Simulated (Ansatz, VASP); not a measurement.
**ZnS in VASP and in Ansatz**

Contents of INCAR:

```
ALGO = Normal
EDIFF = 1E-6
ENCUT = 500
GGA = PS
GGA_COMPAT = False
ISIF = 2
ISMEAR = -1
LASPH = True
LCHARG = False
LREAL = False
LWAVE = False
NBANDS = 16
NELM = 120
PREC = Accurate
SIGMA = 0.05
```

KPOINTS

```
k-points
0
Gamma
  16 16 16
```

File POSCAR:

```
ZnS
1.0
    0.0000000000      2.4578084346      2.4578084346
    2.4578084346      0.0000000000      2.4578084346
    2.4578084346      2.4578084346      0.0000000000
Zn S
1 1
Direct
    0.0000000000      0.0000000000      0.0000000000
    0.5000000000      0.5000000000      0.5000000000
```

Input for Ansatz:

```yaml
crystal:
  lattice:
    - [0.0, 2.4578084346, 2.4578084346]
    - [2.4578084346, 0.0, 2.4578084346]
    - [2.4578084346, 2.4578084346, 0.0]
  atoms:
    - { symbol: Zn, position: [0.0, 0.0, 0.0] }
    - { symbol: S, position: [0.5, 0.5, 0.5] }
kpoints:
  mp_grid: { grid: [16, 16, 16] }
scf:
  occupations: { method: fermi_dirac, width: 0.05 }
hamiltonian:
  xc: pbesol
  pseudopotentials: { kind: all_electron, lapw: { basis_error: 0.001 } }
output:
  forces: true
  stress: true
  eigenvalues: true
  populations: true
```

Change from the starting cell: volume scaled by 0.94, LAPW.

Alike in both runs: task single point; functional PBEsol; k mesh 16 × 16 × 16; occupations fermi-dirac, width 0.05 eV; no spin polarisation.

|  | VASP | Ansatz |
| --- | --- | --- |
| version | VASP 6.6.1 | Ansatz 0.2.0 |
| potentials or method | VASP PAW PBE potentials, release 64 (Zn, S), cutoff 500 eV | all-electron LAPW, scalar-relativistic |

Ansatz gave:

| Item | Value |
| --- | --- |
| pressure (GPa) | 7.1 |

**Question.** Estimate VASP's values.

**Answer.** Pressure (GPa): 7.4.

VASP's potentials were made for PBE, not for PBEsol. Ansatz ran all-electron here, and VASP with PAW potentials.
